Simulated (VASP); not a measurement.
The system is CoSi2.

```
CELL_PARAMETERS angstrom
0.00000 2.56838 2.56838
2.56838 0.00000 2.56838
2.56838 2.56838 0.00000
ATOMIC_POSITIONS crystal
Co 0.00000 0.00000 0.00000
Si 0.25000 0.25000 0.25000
Si 0.75000 0.75000 0.75000
```

Base run:

- Program: VASP 6.6.1
- Functional: PBE
- Potentials or basis: VASP PAW PBE potentials, release 64 (Co, Si)
- Cutoff: 520 eV
- k mesh: 14 × 14 × 14
- Occupations: gaussian, width 0.15 eV
- Spin: collinear spin, ferromagnetic start
- Starting moments: [1.1, 0.0, 0.0] μB
- Fixed moment: 1.1 μB

Its results: pressure 35.7 GPa; site moments Co +0.67; Si +0.09 μB.

Problem. The run is repeated on the same cell with these changes: fixed moment from 1.1 μB to 0.275 μB; moments at the start from [1.1, 0.0, 0.0] to [0.28, 0.0, 0.0]. What comes out?

Solution. Pressure 30.4 GPa; site moments Co +0.17; Si +0.02 μB.

Caveats: the cell stands under pressure; the total moment is fixed, so each spin has its own Fermi level.
